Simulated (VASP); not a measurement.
# Al12N11 (a cell with a defect) in VASP: notebook

Runs on Al12N11 (a cell with a defect). Level: PBE. Tasks: single point.

All numbers are computed with VASP 6.6.1; they aren't measurements. Logs are shortened: lines on timing, memory, paths and dates and some standing lists are left out, and cuts for length are marked.

## (1) The cell of the first run

The cell holds a defect, 23 atoms: a = 5.741 Å, b = 5.741 Å, c = 8.374 Å, α = 90.00°, β = 90.00°, γ = 120.00°.

## (2) Single point, PBE

INCAR reads:

```
PREC = Accurate
ENCUT = 520
EDIFF = 1E-6
ISMEAR = 0
SIGMA = 0.05
LREAL = Auto
LASPH = True
NELM = 100
ALGO = Normal
ISIF = 2
LWAVE = False
LCHARG = False
GGA = PE
NBANDS = 62
```

KPOINTS reads:

```
Automatic mesh
0
Gamma
  6 6 2
```

POSCAR reads:

```
Al12N11
1.0
    0.0000000000     -5.7405226851      0.0000000000
    4.9714384763      2.8702613426      0.0000000000
    0.0000000000      0.0000000000      8.3737655613
Al N
12 11
Direct
    0.3692419324      0.3333333014      0.3890187725
    0.3376327898      0.3333333014      0.8676128973
    0.6929925209      0.0163435594      0.3631061770
    0.6534270421     -0.0130083074      0.8815566839
    0.0099824828      0.6503232446      0.3631061770
   -0.0002314040      0.6796749102      0.8815566839
    0.6467726800      0.6360324110      0.1320165930
    0.6755276713      0.6751625341      0.6219018149
    0.9556599617      0.3333333014      0.1109281115
    0.9979533230      0.3333333014      0.6456570775
    0.3440736828      1.0306342972      0.1320165930
    0.3336985509      0.9915041740      0.6219018149
    0.3275823113      0.3333333014      0.6212014131
    0.6415962928     -0.0288510057      0.1190715208
    0.6777926858      0.0099333423      0.6246730890
    0.0037805451      0.6955176085      0.1190715208
    0.0011927642      0.6567332605      0.6246730890
    0.6862290741      0.6785812630      0.3795401217
    0.6611768899      0.6622745138      0.8659296641
    1.0611102897      0.3333333014      0.3206065396
    0.9995909787      0.3333333014      0.8818838963
    0.3409812249      0.9880854452      0.3795401217
    0.3322356156      1.0043921943      0.8659296641
```

Potentials or basis: VASP PAW PBE potentials, release 64 (Al, N).

Launch:

```sh
$ cat potpaw_PBE.64/Al/POTCAR potpaw_PBE.64/N/POTCAR > POTCAR
$ mpirun -np 1 vasp_std > vasp.out
```

OUTCAR:

```text
PREC = Accurate
   ENCUT = 520
   EDIFF = 1E-6
   ISMEAR = 0
   LREAL = Auto
   LASPH = True
   NELM = 100
   ISIF = 2
   GGA = PE

 ion  position               nearest neighbor table
   1  0.369  0.333  0.389-  20 1.86  22 1.91  18 1.91  13 1.96  12 2.70   8 2.70  11 2.72   7 2.72
                            10 3.03   3 3.19   5 3.19   9 3.33
   2  0.338  0.333  0.868-  23 1.87  19 1.87  21 1.94  13 2.06  10 2.69  11 2.83   7 2.83  12 2.84
                             8 2.84   9 2.99   4 3.25   6 3.25   6 3.30   4 3.30
   3  0.693  0.016  0.363-  18 1.92  22 1.95  20 2.01  14 2.06  15 2.19   9 2.70  11 2.82   7 2.83
                             8 2.89  12 2.95  10 2.96   5 3.15   1 3.19
   4  0.653  0.987  0.882-  19 1.89  23 1.90  21 1.99  14 1.99  15 2.16   9 2.68  10 2.80  11 2.84
                            12 2.85   8 2.86   7 2.90   6 3.25   6 3.25   2 3.25   2 3.30
   5  0.010  0.650  0.363-  22 1.92  18 1.95  20 2.01  16 2.06  17 2.19   9 2.70   7 2.82  11 2.83
                            12 2.89   8 2.95  10 2.96   3 3.15   1 3.19
   6  1.000  0.680  0.882-  23 1.89  19 1.90  21 1.99  16 1.99  17 2.16   9 2.68  10 2.80   7 2.84
                             8 2.85  12 2.86  11 2.90   4 3.25   4 3.25   2 3.25   2 3.30
   7  0.647  0.636  0.132-  16 1.90  14 1.94  18 2.09  19 2.23   1 2.72   5 2.82   2 2.83   3 2.83
                             6 2.84   4 2.90  11 3.01   9 3.05
   8  0.676  0.675  0.622-  15 1.92  17 1.92  13 1.98  18 2.03  19 2.04   1 2.70   2 2.84   6 2.85
                             4 2.86   3 2.89   5 2.95  12 3.27  12 3.27  10 3.28  10 3.31
   9  0.956  0.333  0.111-  20 1.86  21 1.93  14 1.96  16 1.96   4 2.68   6 2.68   3 2.70   5 2.70
                             2 2.99  11 3.05   7 3.05   1 3.33
  10  0.998  0.333  0.646-  17 1.86  15 1.86  13 1.90  21 1.98   2 2.69   4 2.80   6 2.80   3 2.96
                             5 2.96   1 3.03   8 3.28  12 3.28  12 3.31   8 3.31
  11  0.344  0.031  0.132-  14 1.90  16 1.94  22 2.09  23 2.23   1 2.72   3 2.82   2 2.83   5 2.83
                             4 2.84   6 2.90   7 3.01   9 3.05
  12  0.334  0.992  0.622-  17 1.92  15 1.92  13 1.98  22 2.03  23 2.04   1 2.70   2 2.84   4 2.85
                             6 2.86   5 2.89   3 2.95   8 3.27   8 3.27  10 3.28  10 3.31
  13  0.328  0.333  0.621-  10 1.90   1 1.96  12 1.98   8 1.98   2 2.06
  14  0.642  0.971  0.119-  11 1.90   7 1.94   9 1.96   4 1.99   3 2.06
  15  0.678  0.010  0.625-  10 1.86   8 1.92  12 1.92   4 2.16   3 2.19
  16  0.004  0.696  0.119-   7 1.90  11 1.94   9 1.96   6 1.99   5 2.06
  17  0.001  0.657  0.625-  10 1.86  12 1.92   8 1.92   6 2.16   5 2.19
  18  0.686  0.679  0.380-   1 1.91   3 1.92   5 1.95   8 2.03   7 2.09
  19  0.661  0.662  0.866-   2 1.87   4 1.89   6 1.90   8 2.04   7 2.23
  20  0.061  0.333  0.321-   9 1.86   1 1.86   3 2.01   5 2.01
  21  1.000  0.333  0.882-   9 1.93   2 1.94  10 1.98   4 1.99   6 1.99
  22  0.341  0.988  0.380-   1 1.91   5 1.92   3 1.95  12 2.03  11 2.09
  23  0.332  0.004  0.866-   2 1.87   6 1.89   4 1.90  12 2.04  11 2.23

  LATTYP: Found a hexagonal cell.
 ALAT       =     5.7405226851
 C/A-ratio  =     1.4587113440

  Lattice vectors:

 A1 = (   0.0000000000,  -5.7405226851,   0.0000000000)
 A2 = (   4.9714384763,   2.8702613426,   0.0000000000)
[... 190 lines left out ...]
   IMIX   =      4    mixing-type and parameters
     AMIX     =   0.40;   BMIX     =  1.00
     AMIX_MAG =   1.60;   BMIX_MAG =  1.00
  volume/ion in A,a.u.               =      10.39        70.12
  Fermi-wavevector in a.u.,A,eV,Ry     =   1.186599  2.242346 19.157226  1.408016
  Thomas-Fermi vector in A             =   2.322768
   LORBIT       =      0    0 simple, 1 ext, 2 COOP (PROOUT), +10 PAW based schemes
   GGA     = PE    functional components
   LHFCALC =     F    Hartree Fock is set to
   AEXX    =    0.0000 exact exchange contribution
   IVDW    =     0    specifies the selected vdW correction
   LEPSILON=     F    determine dielectric tensor
   LRPA    =     F    only Hartree local field effects (RPA)
 non-spin polarized calculation
 Gauss-broadening in eV      SIGMA  =   0.05
  energy-cutoff  :      520.00
  volume of cell :      238.98
 maximum number of plane-waves:      6450
 NGX is ok and might be reduce to    48
   NGX = 21   NGY = 21   NGZ = 31

 number of electron      90.9999996 magnetization

 Free energy of the ion-electron system (eV)
  ---------------------------------------------------
  ext. energy  EPLUGINS =         0.00000000
  ---------------------------------------------------
  free energy    TOTEN  =      -160.95085806 eV

  energy without entropy =     -160.94233528  energy(sigma->0) =     -160.94659667

 E-fermi :  10.4151     XC(G=0): -11.0332

 val. band max:       10.4114597248   @ k =   0.0000   0.0000   0.5000
 cond. band min:      10.4280231508   @ k =   0.3333  -0.0000   0.5000
 fundamental gap:      0.0165634259
 Fermi energy:        10.4151243209

 k-point     1 :       0.0000    0.0000    0.0000
  band No.  band energies     occupation
      1      -9.0421      2.00000
      2      -7.7400      2.00000
      3      -7.5252      2.00000
      4      -6.8590      2.00000
      5      -6.6875      2.00000
      6      -6.6553      2.00000
[... 1429 lines left out ...]
     56      13.9868      0.00000
     57      14.1591      0.00000

 [... further k-points ...]

 [bands above 57 left out]

------------------------ aborting loop because EDIFF is reached ----------------------------------------

  FORCE on cell =-STRESS in cart. coord.  units (eV):
  Direction    XX          YY          ZZ          XY          YZ          ZX
  --------------------------------------------------------------------------------------
  -------------------------------------------------------------------------------------
  Total       -1.0410895      0.5848778      7.0149683     -0.0000000     -3.7942345      0.0000000
  in kB       -6.9798219      3.9212216     47.0307592     -0.0000000    -25.4378529      0.0000000
  external PRESSURE =      14.6573863 kB  Pullay stress =       0.0000000 kB

 VOLUME and BASIS-vectors are now :
 -----------------------------------------------------------------------------
  energy-cutoff  :      520.00
  volume of cell :      238.98
      direct lattice vectors                 reciprocal lattice vectors
     0.000000000 -5.740522685  0.000000000     0.100574512 -0.174200165  0.000000000
     4.971438476  2.870261343  0.000000000     0.201149025  0.000000000  0.000000000
     0.000000000  0.000000000  8.373765561     0.000000000  0.000000000  0.119420587

 POSITION                                       TOTAL-FORCE (eV/Angst)
 -----------------------------------------------------------------------------------
      1.65715     -1.16289      3.25755         0.000000      0.627112     -0.161458
      1.65715     -0.98143      7.26519         0.000000      0.050416      0.204113
      0.08125     -3.93123      3.04057        -0.308148     -0.149108     -0.059437
      4.90677     -0.91809      7.38195         0.038395     -0.065696      0.013892
      3.23304      1.80929      3.04057         0.308148     -0.149108     -0.059437
      3.37896     -3.78835      7.38195        -0.038395     -0.065696      0.013892
[... 15 lines left out ...]
      4.91221      0.87865      3.17818         0.361168     -0.044473     -0.134415
      0.02184     -1.89460      7.25109        -0.044975     -0.116240     -0.114895
 -----------------------------------------------------------------------------------
    total drift:                               -0.000963      0.003929      0.007571

  FREE ENERGIE OF THE ION-ELECTRON SYSTEM (eV)
  ---------------------------------------------------
  free  energy   TOTEN  =      -160.9508580630 eV

  energy  without entropy=     -160.9423352751  energy(sigma->0) =     -160.94659667
```

Run time: 7 min. Hardware: 1 thread of AMD EPYC 9R45 (Zen 5), shared host; peak memory 0.46 GiB.

What came out:

| Property | Result |
| --- | --- |
| Free energy | -160.9509 eV |
| Pressure | 1.5 GPa |
| Largest force | 2.582 eV/Å |
| Band gap on the k mesh | zero (an odd number of electrons rules out a gap without spin polarisation) |

Forces in eV/Å, atoms in the order of the input:
```
Al   0.000  0.627 -0.161
Al   0.000  0.050  0.204
Al  -0.308 -0.149 -0.059
Al   0.038 -0.066  0.014
Al   0.308 -0.149 -0.059
Al  -0.038 -0.066  0.014
Al  -0.172 -0.210 -0.240
Al  -0.088 -0.053  0.021
Al   0.000 -0.562  0.038
Al   0.000 -0.152  0.006
Al   0.172 -0.210 -0.240
Al   0.088 -0.053  0.021
N    0.000 -0.100  0.049
N   -0.045 -0.209  0.004
N    0.026 -0.081 -0.361
N    0.045 -0.209  0.004
N   -0.026 -0.081 -0.361
N   -0.361 -0.044 -0.134
N    0.045 -0.116 -0.115
N    0.000  1.844  1.807
N    0.000  0.150 -0.203
N    0.361 -0.044 -0.134
N   -0.045 -0.116 -0.115
```

Stress tensor (GPa, compression positive):
```
-0.70  0.00  0.00
 0.00  0.39 -2.54
 0.00 -2.54  4.70
```

Levels at points of the mesh, in eV from the Fermi level:
| k point | band 42 | band 43 | band 44 | band 45 | band 46 | band 47 | band 48 | band 49 | band 50 | band 51 |
| --- | --- | --- | --- | --- | --- | --- | --- | --- | --- | --- |
| (0.00, 0.00, 0.00) | -3.73 | -3.56 | -3.33 | -3.32 | 0.48 | 0.75 | 1.26 | 1.36 | 1.83 | 2.35 |
| (0.50, 0.00, 0.00) | -4.33 | -4.20 | -4.07 | -2.61 | 0.03 | 0.75 | 0.93 | 1.27 | 1.77 | 2.35 |
| (0.00, 0.50, 0.00) | -4.24 | -4.18 | -3.93 | -2.55 | -0.41 | 0.61 | 0.90 | 1.22 | 2.02 | 2.45 |
| (0.00, 0.00, 0.50) | -4.36 | -4.34 | -4.22 | -2.36 | 0.00 | 0.66 | 1.03 | 1.63 | 2.06 | 2.68 |
| (0.50, 0.00, 0.50) | -4.00 | -3.88 | -3.80 | -2.97 | -0.04 | 0.90 | 1.01 | 1.55 | 1.80 | 2.31 |
| (0.00, 0.50, 0.50) | -4.16 | -3.72 | -3.62 | -2.82 | -0.09 | 0.84 | 0.96 | 1.60 | 1.68 | 2.20 |

Caveat: the k points lie up to 0.38 Å⁻¹ apart, too coarse for converged energies and pressures of a metal.

(Continued in part 2 of 2.)

The gap in the log of VASP goes by the Fermi energy; the results here count the filled bands.